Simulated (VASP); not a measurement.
# V (Fm-3m) in VASP: a series of runs

V is run at these levels: revPBE; tasks: single point.

All numbers are computed with VASP 6.6.1; they aren't measurements. Logs are shortened: lines on timing, memory, paths and dates and some standing lists are left out, and cuts for length are marked.

### 1 The cell of the first run

It takes space group Fm-3m (No. 225, cubic). Conventional cell: a = 3.891 Å, b = 3.891 Å, c = 3.891 Å, α = 90.00°, β = 90.00°, γ = 90.00°. V (site symmetry m-3m) has 12 V at 2.75 Å within 3.6 Å.

### 2 Single point, revPBE (volume scaled by 1.04)

Contents of INCAR:

```
  PREC = Accurate
  ENCUT = 520
  EDIFF = 1E-6
  ISMEAR = -1
  SIGMA = 0.1
  LREAL = F
  LASPH = T
  NELM = 60
  ALGO = Normal
  ISIF = 2
  LWAVE = F
  LCHARG = F
  GGA = RE
  NBANDS = 12
```

Contents of KPOINTS:

```
Automatic mesh
0
Gamma
  16 16 16
```

Contents of POSCAR:

```
V
1.0
    0.0000000000      1.9456367847      1.9456367847
    1.9456367847      0.0000000000      1.9456367847
    1.9456367847      1.9456367847      0.0000000000
V
1
Direct
    0.0000000000      0.0000000000      0.0000000000
```

Potentials or basis: VASP PAW PBE potentials, release 64 (V_sv).

Run with:

```
> cat potpaw_PBE.64/V_sv/POTCAR > POTCAR
> mpirun -np 1 vasp_std > vasp.out
```

OUTCAR:

```text
PREC = Accurate
   ENCUT = 520
   EDIFF = 1E-6
   ISMEAR = -1
   LREAL = F
   LASPH = T
   NELM = 60
   ISIF = 2
   GGA = RE

 ion  position               nearest neighbor table
   1  0.000  0.000  0.000-

  LATTYP: Found a face centered cubic cell.
 ALAT       =     3.8912735694

  Lattice vectors:

 A1 = (   0.0000000000,   1.9456367847,   1.9456367847)
 A2 = (   1.9456367847,   0.0000000000,   1.9456367847)
 A3 = (   1.9456367847,   1.9456367847,   0.0000000000)

Analysis of symmetry for initial positions (statically):
=====================================================================
 Subroutine PRICEL returns:
 Original cell was already a primitive cell.

 Routine SETGRP: Setting up the symmetry group for a
 face centered cubic supercell.

 Subroutine GETGRP returns: Found 48 space group operations
 (whereof 48 operations were pure point group operations)
 out of a pool of 48 trial point group operations.

The static configuration has the point symmetry O_h .

Analysis of symmetry for dynamics (positions and initial velocities):
=====================================================================
 Subroutine PRICEL returns:
 Original cell was already a primitive cell.

 Routine SETGRP: Setting up the symmetry group for a
 face centered cubic supercell.

 Subroutine GETGRP returns: Found 48 space group operations
 (whereof 48 operations were pure point group operations)
 out of a pool of 48 trial point group operations.

The dynamic configuration has the point symmetry O_h .

 Subroutine INISYM returns: Found 48 space group operations
 (whereof 48 operations are pure point group operations),
 and found     1 'primitive' translations

----------------------------------------------------------------------------------------

                                     Primitive cell

  volume of cell :      14.7304

  direct lattice vectors                    reciprocal lattice vectors
     0.000000000  1.945636785  1.945636785    -0.256985273  0.256985273  0.256985273
     1.945636785  0.000000000  1.945636785     0.256985273 -0.256985273  0.256985273
     1.945636785  1.945636785  0.000000000     0.256985273  0.256985273 -0.256985273

  length of vectors
     2.751545928  2.751545928  2.751545928     0.445111549  0.445111549  0.445111549

  position of ions in fractional coordinates (direct lattice)
     0.000000000  0.000000000  0.000000000

  ion indices of the primitive-cell ions
[... 74 lines left out ...]
   EDIFF  = 0.1E-05   stopping-criterion for ELM
   LREAL  =      F    real-space projection
   EDIFFG = 0.1E-04   stopping-criterion for IOM
   NSW    =      0    number of steps for IOM
   IBRION =     -1    ionic relax: 0-MD 1-quasi-New 2-CG
   NFREE  =      0    steps in history (QN), initial steepest desc. (CG)
   ISIF   =      2    stress and relaxation
   ISYM   =      2    0-nonsym 1-usesym 2-fastsym
   POTIM  = 0.5000    time-step for ionic-motion
   TEBEG  =    0.0;   TEEND  =   0.0 temperature during run
   PSTRESS=    0.0 pullay stress
   NELECT =      13.0000    total number of electrons
   NUPDOWN=      -1.0000    fix difference up-down
   EMIN   =  10.00;   EMAX   =-10.00  energy-range for DOS
   EFERMI =   0.00;   METHOD = LEGACY
   ISMEAR =    -1;   SIGMA  =   0.10  broadening in eV -4-tet -1-fermi 0-gaus
   EFERMI_NEDOS =   21; number of points for ismear=-14 and -15
   IALGO  =     38    algorithm
   IMIX   =      4    mixing-type and parameters
     AMIX     =   0.40;   BMIX     =  1.00
     AMIX_MAG =   1.60;   BMIX_MAG =  1.00
  volume/ion in A,a.u.               =      14.73        99.41
  Fermi-wavevector in a.u.,A,eV,Ry     =   1.570306  2.967447 33.550058  2.465860
  Thomas-Fermi vector in A             =   2.672059
   LORBIT       =      0    0 simple, 1 ext, 2 COOP (PROOUT), +10 PAW based schemes
   GGA     = RE    functional components
   LHFCALC =     F    Hartree Fock is set to
   AEXX    =    0.0000 exact exchange contribution
   IVDW    =     0    specifies the selected vdW correction
   LEPSILON=     F    determine dielectric tensor
   LRPA    =     F    only Hartree local field effects (RPA)
 non-spin polarized calculation
  energy-cutoff  :      520.00
  volume of cell :       14.73
 maximum number of plane-waves:       415
   NGX = 11   NGY = 11   NGZ = 11

 number of electron      12.9999990 magnetization

 Free energy of the ion-electron system (eV)
  ---------------------------------------------------
  ext. energy  EPLUGINS =         0.00000000
  ---------------------------------------------------
  free energy    TOTEN  =        -8.39730959 eV

  energy without entropy =       -8.33567631  energy(sigma->0) =       -8.36649295

 E-fermi :   9.0064     XC(G=0): -12.3417

 val. band max:        9.0001928341   @ k =   0.4375   0.1250   0.0625
 cond. band min:       9.0167161056   @ k =   0.4375   0.2500   0.0000
 fundamental gap:      0.0165232715
 Fermi energy:         9.0063948113

 k-point     1 :       0.0000    0.0000    0.0000
  band No.  band energies     occupation
      1     -55.2282      2.00000
      2     -28.6098      2.00000
      3     -28.6098      2.00000
      4     -28.6098      2.00000
      5       2.3351      2.00000
      6       9.1774      0.30626
      7       9.1774      0.30626
      8       9.1774      0.30625
      9      10.7880      0.00000
     10      10.7880      0.00000
     11      26.2607      0.00000
     12      31.1237      0.00000
[... 331 lines left out ...]
 k-point    24 :      -0.0625    0.0625    0.0000
  band No.  band energies     occupation
      1     -55.2157      2.00000
      2     -28.6726      2.00000
      3     -28.6281      2.00000
      4     -28.6142      2.00000
      5       2.6981      2.00000
      6       8.9828      1.11734
      7       9.2926      0.10813
      8       9.3116      0.09022
      9      10.6434      0.00000
     10      10.8015      0.00000
     11      26.3722      0.00000
     12      28.8891      0.00000

 [... further k-points ...]
[... 5 lines left out ...]
  --------------------------------------------------------------------------------------
  -------------------------------------------------------------------------------------
  Total       -0.5392636     -0.5392636     -0.5392636     -0.0000000      0.0000000      0.0000000
  in kB      -58.6538306    -58.6538306    -58.6538306     -0.0000000      0.0000000      0.0000000
  external PRESSURE =     -58.6538306 kB  Pullay stress =       0.0000000 kB

 VOLUME and BASIS-vectors are now :
 -----------------------------------------------------------------------------
  energy-cutoff  :      520.00
  volume of cell :       14.73
      direct lattice vectors                 reciprocal lattice vectors
     0.000000000  1.945636785  1.945636785    -0.256985273  0.256985273  0.256985273
     1.945636785  0.000000000  1.945636785     0.256985273 -0.256985273  0.256985273
     1.945636785  1.945636785  0.000000000     0.256985273  0.256985273 -0.256985273

 POSITION                                       TOTAL-FORCE (eV/Angst)
 -----------------------------------------------------------------------------------
      0.00000      0.00000      0.00000         0.000000      0.000000      0.000000
 -----------------------------------------------------------------------------------
    total drift:                                0.000000      0.000000      0.000000

  FREE ENERGIE OF THE ION-ELECTRON SYSTEM (eV)
  ---------------------------------------------------
  free  energy   TOTEN  =        -8.3973095870 eV

  energy  without entropy=       -8.3356763110  energy(sigma->0) =       -8.36649295
```

OSZICAR:

```text
N       E                     dE             d eps       ncg     rms          rms(c)
DAV:   1     0.915549424072E+02    0.91555E+02   -0.70277E+03  3480   0.116E+03
DAV:   2    -0.853184634351E+01   -0.10009E+03   -0.97282E+02  3516   0.327E+02
DAV:   3    -0.985855206150E+01   -0.13267E+01   -0.13226E+01  3980   0.441E+01
DAV:   4    -0.986551643278E+01   -0.69644E-02   -0.69642E-02  3832   0.342E+00
DAV:   5    -0.986560345677E+01   -0.87024E-04   -0.87024E-04  3916   0.361E-01    0.158E+01
DAV:   6    -0.841937732788E+01    0.14462E+01   -0.35385E+00  3636   0.304E+01    0.136E+00
DAV:   7    -0.840576318048E+01    0.13614E-01   -0.50112E-02  3732   0.246E+00    0.788E-01
DAV:   8    -0.839726018249E+01    0.85030E-02   -0.51958E-03  3800   0.106E+00    0.116E-01
DAV:   9    -0.839730294333E+01   -0.42761E-04   -0.31347E-04  3620   0.265E-01    0.220E-02
DAV:  10    -0.839731196257E+01   -0.90192E-05   -0.26283E-05  3932   0.812E-02    0.195E-02
DAV:  11    -0.839730934310E+01    0.26195E-05   -0.70102E-06  3656   0.412E-02    0.117E-03
DAV:  12    -0.839730958701E+01   -0.24390E-06   -0.63694E-08  1820   0.343E-03
   1 F= -.83973096E+01 E0= -.83664929E+01  d E =-.616333E-01
```

Wall time 32 s (1 thread of Intel Xeon Platinum 8259CL at 2.50GHz (Skylake/Cascade Lake), shared host); peak memory 0.13 GiB.

Results:

* Free energy: -8.3973 eV
* Pressure: -5.9 GPa

Caveat: the PAW data sets were made with another functional, which shifts forces and pressure a little.

### 3 Single point, revPBE (volume scaled by 1.08)

Contents of INCAR:

```
SYSTEM = V
  PREC = Accurate
  ENCUT = 520
  EDIFF = 1E-6
  ISMEAR = -1
  SIGMA = 0.1
  LREAL = .False.
  LASPH = .True.
  NELM = 100
  ALGO = Normal
  ISIF = 2
  LWAVE = .False.
  LCHARG = .True.
  GGA = RE
  LELF = .True.
  LVHAR = .True.
  NBANDS = 12
```

Contents of KPOINTS:

```
regular mesh
0
Gamma
  16 16 16
  0 0 0
```

Contents of POSCAR:

```
V
1.0
    0.0000000000      1.9702677132      1.9702677132
    1.9702677132      0.0000000000      1.9702677132
    1.9702677132      1.9702677132      0.0000000000
V
1
Direct
    0.0000000000      0.0000000000      0.0000000000
```

Potentials or basis: VASP PAW PBE potentials, release 64 (V_sv).

Run with:

```
> cat potpaw_PBE.64/V_sv/POTCAR > POTCAR
> mpirun -np 1 vasp_std > vasp.out
```

Run time: 35 s. Hardware: 1 thread of Intel Xeon Platinum 8259CL at 2.50GHz (Skylake/Cascade Lake), shared host; peak memory 0.15 GiB.

The run converged. Its results:

* Free energy: -8.3676 eV
* Pressure: -10.9 GPa

Levels at points of the mesh, in eV from the Fermi level:
```tsv
k point	band 2	band 3	band 4	band 5	band 6	band 7	band 8	band 9	band 10	band 11
(0.00, 0.00, 0.00)	-37.70	-37.70	-37.70	-6.56	0.17	0.17	0.17	1.70	1.70	17.03
(0.50, 0.00, 0.00)	-38.29	-37.77	-37.77	-3.02	0.08	0.08	0.57	2.70	2.70	7.93
(0.50, 0.50, 0.00)	-38.25	-37.91	-37.91	-3.03	-2.27	2.69	2.95	2.95	2.95	10.53
```

Caveat: the PAW data sets were made with another functional, which shifts forces and pressure a little.

### 4 Single point, revPBE (volume scaled by 1.12)

Contents of INCAR:

```
SYSTEM = V
PREC = Accurate
ENCUT = 520
EDIFF = 1E-7
ISMEAR = -1
SIGMA = 0.1
LREAL = .False.
LASPH = .True.
NELM = 100
ALGO = Normal
ISIF = 2
LWAVE = .False.
LCHARG = .False.
GGA = RE
NBANDS = 12
```

KPOINTS is that of step 3.

Contents of POSCAR:

```
V
1.0
    0.0000000000      1.9942977365      1.9942977365
    1.9942977365      0.0000000000      1.9942977365
    1.9942977365      1.9942977365      0.0000000000
V
1
Direct
    0.0000000000      0.0000000000      0.0000000000
```

Run with:

```
> cat potpaw_PBE.64/V_sv/POTCAR > POTCAR
> mpirun -np 1 vasp_std > vasp.out
```

Run time: 41 s. Hardware: 1 thread of Intel Xeon Platinum 8259CL at 2.50GHz (Skylake/Cascade Lake), shared host; peak memory 0.15 GiB.

Results (log left out):

```
Free energy : -8.3218 eV
Pressure    : -15.0 GPa
```

Levels at points of the mesh, in eV from the Fermi level:
```tsv
k point	band 2	band 3	band 4	band 5	band 6	band 7	band 8	band 9	band 10	band 11
(0.00, 0.00, 0.00)	-37.77	-37.77	-37.77	-6.45	0.17	0.17	0.17	1.62	1.62	16.81
(0.50, 0.00, 0.00)	-38.29	-37.84	-37.84	-2.92	0.09	0.09	0.52	2.57	2.57	7.57
(0.50, 0.50, 0.00)	-38.26	-37.96	-37.96	-2.89	-2.15	2.56	2.80	2.80	2.81	10.12
```

Caveat: the PAW data sets were made with another functional, which shifts forces and pressure a little.

[end of part 1 of 2]
